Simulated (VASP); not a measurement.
Write the native input for VASP 6.6.1 that does the following.

- Task: single point
- Functional: PBE
- Potentials or basis: VASP PAW PBE potentials, release 64 (N, Al)
- Cutoff: 520 eV
- k mesh: 9 × 9 × 1
- Occupations: gaussian, width 0.05 eV
- Spin: no spin polarisation
- Dipole correction: yes
- Further INCAR settings: ALGO = Normal; EDIFF = 1e-06; NBANDS = 26

The structure of AlN lies in POSCAR:

```
AlN
1.0
    3.2184289305      0.0000000000      0.0000000000
   -1.6092144652      2.7872412141      0.0000000000
    0.0000000000      0.0000000000     33.4369510279
N Al
4 4
Direct
    0.6666666667      0.3333333333      0.5392442644
    0.3333333333      0.6666666667      0.6119780906
    0.6666666667      0.3333333333      0.6847531441
    0.3333333333      0.6666666667      0.7581614455
    0.3333333333      0.6666666667      0.5534817946
    0.6666666667      0.3333333333      0.6262515536
    0.3333333333      0.6666666667      0.6990480643
    0.6666666667      0.3333333333      0.7727393728
```

One way to write it, as run:

INCAR

```
PREC = Accurate
ENCUT = 520
EDIFF = 1E-6
ISMEAR = 0
SIGMA = 0.05
LREAL = False
LASPH = True
NELM = 80
ALGO = Normal
ISIF = 2
LWAVE = False
LCHARG = False
LDIPOL = True
IDIPOL = 3
DIPOL = 0.5 0.5 0.656
GGA = PE
NBANDS = 26
```

KPOINTS

```
regular mesh
0
Gamma
  9 9 1
```

Potentials or basis: VASP PAW PBE potentials, release 64 (N, Al).

Run with:

```bash
$ cat potpaw_PBE.64/N/POTCAR potpaw_PBE.64/Al/POTCAR > POTCAR
$ mpirun -np 1 vasp_std > vasp.out
```

It gave:

```json
{"Largest force": "1.904 eV/Å", "Band gap on the k mesh": "zero (bands 16 and 17 overlap by 0.30 eV)"}
```

It took 4.3 min on 1 thread of AMD EPYC 9R45 96-Core Processor (Zen 5) (shared host), peak memory 0.36 GiB.
